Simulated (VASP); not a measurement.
Wanted: the native input for a VASP 6.6.1 run.

| Item | Value |
| --- | --- |
| Task | single point |
| Functional | r2SCAN |
| Potentials or basis | VASP PAW PBE potentials, release 64 (La, O) |
| Cutoff | 520 eV |
| k mesh | 12 × 12 × 4 |
| Occupations | gaussian, width 0.01 eV |
| Spin | no spin polarisation |
| Dipole correction | no |
| Further INCAR settings | ALGO = Normal; EDIFF = 1e-07; NBANDS = 28 |

La2O3:

```xyz
5
Lattice="3.8564 0.0000 0.0000 -1.9282 3.3397 0.0000 0.0000 0.0000 6.0037" Properties=species:S:1:pos:R:3 pbc="T T T"
La    1.9282    1.1132    4.5467
La    0.0000    2.2265    1.4570
O     1.9282    1.1132    2.1238
O     0.0000    2.2265    3.8799
O     0.0000    0.0000    0.0000
```

This cell differs from its parent crystal: strain -2.0%.

One way to write it, as run:

POSCAR

```
La2O3
1.0
    3.8563995137      0.0000000000      0.0000000000
   -1.9281997569      3.3397399460      0.0000000000
    0.0000000000      0.0000000000      6.0037026099
La O
2 3
Direct
    0.6666666667      0.3333333333      0.7573159128
    0.3333333333      0.6666666667      0.2426840872
    0.6666666667      0.3333333333      0.3537516815
    0.3333333333      0.6666666667      0.6462483185
    0.0000000000      0.0000000000      0.0000000000
```

INCAR.step1

```
SYSTEM = La2O3
ALGO     = Normal         ! electronic algorithm
EDIFF    = 1E-4           ! SCF threshold, eV
ENCUT    = 520            ! plane-wave cutoff, eV
GGA      = PE             ! functional
ISMEAR   = 0              ! smearing method
LASPH    = .TRUE.         ! aspherical terms in the spheres
LCHARG   = .FALSE.        ! write CHGCAR
LREAL    = .FALSE.        ! projectors in reciprocal space
LWAVE    = .TRUE.         ! write WAVECAR
NBANDS   = 28             ! bands
NELM     = 80             ! most SCF steps
PREC     = Accurate       ! precision mode
SIGMA    = 0.01           ! smearing width, eV
```

INCAR.step2

```
SYSTEM = La2O3
ALGO     = Normal         ! electronic algorithm
EDIFF    = 1E-7           ! SCF threshold, eV
ENCUT    = 520            ! plane-wave cutoff, eV
ISIF     = 2              ! what is computed and relaxed
ISMEAR   = 0              ! smearing method
ISTART   = 1            
LASPH    = .TRUE.         ! aspherical terms in the spheres
LCHARG   = .FALSE.        ! write CHGCAR
LMIXTAU  = .TRUE.       
LREAL    = .FALSE.        ! projectors in reciprocal space
LWAVE    = .FALSE.        ! write WAVECAR
METAGGA  = R2SCAN         ! meta-GGA
NBANDS   = 28             ! bands
NELM     = 80             ! most SCF steps
PREC     = Accurate       ! precision mode
SIGMA    = 0.01           ! smearing width, eV
```

KPOINTS

```
k-points
0
G
  12 12 4
  0 0 0
```

Potentials or basis: VASP PAW PBE potentials, release 64 (La, O).

The run is started by

```sh
$ cat potpaw_PBE.64/La/POTCAR potpaw_PBE.64/O/POTCAR > POTCAR
$ cp INCAR.step1 INCAR
$ mpirun -np 1 vasp_std > vasp.out
$ cp INCAR.step2 INCAR
$ mpirun -np 1 vasp_std > vasp.out
```

It gave:

| Item | Value |
| --- | --- |
| Pressure | 8.3 GPa |
| Largest force | 0.031 eV/Å |
| Band gap on the k mesh | 4.32 eV (least direct gap 4.35 eV) |

Caveat: the cell differs from its parent crystal (strain -2.0%); the cell stands under pressure; the PAW data sets were made with another functional, which shifts forces and pressure a little; spin-orbit coupling is left out, which moves the levels of the heavy elements.

Wall time 8 min on 1 thread of AMD EPYC 9R45 96-Core Processor (Zen 5), with other jobs on the host, peak memory 0.28 GiB.
